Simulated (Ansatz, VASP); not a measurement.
# One calculation of WSe2, two programs

```
W Se
1.0
     3.34764    0.00000    0.00000
    -1.67382    2.89914    0.00000
     0.00000    0.00000   43.46800
W Se
2 4
Direct
  0.33333 0.66667 0.41772
  0.66667 0.33333 0.27245
  0.66667 0.33333 0.45515
  0.66667 0.33333 0.38020
  0.33333 0.66667 0.30996
  0.33333 0.66667 0.23501
```

Alike in both runs: functional LDA; k mesh 12 × 12 × 1; no spin polarisation.

Ansatz relaxed the structure, and its values are those at the end. VASP's run is a single point on that final structure, the one shown.

|  | VASP | Ansatz |
| --- | --- | --- |
| version | VASP 6.6.1 | Ansatz 0.2.0 |
| potentials or method | VASP PAW LDA potentials, release 64 (W_sv, Se) | scalar-relativistic, plane waves, PAW |
| plane-wave cutoff (eV) | 520 | 420 |
| occupations | gaussian, width 0.01 eV | fixed |
| valence electrons in the cell | 52 | 92 |

Ansatz gave:

| Quantity | Value |
| --- | --- |
| gap on the k mesh at the Fermi level (eV) | 0.92 |
| least direct gap on the mesh (eV) | 1.31 |
| rms of the force components (eV/Å) | 0.000 |

Question: What did VASP give for the same quantities?

Answer: gap on the k mesh at the Fermi level (eV): 0.90; least direct gap on the mesh (eV): 1.32; rms of the force components (eV/Å): 0.044.

LDA's correlation is that of Perdew and Zunger in VASP and of Perdew and Wang (1992) in Ansatz. VASP's potentials hold 52 valence electrons a cell and Ansatz's 92, so a difference there can come from the potentials and not from the codes. Ansatz's warnings: slab cell height set, xc potential rough in thin density.

Neither program's run includes spin-orbit coupling.
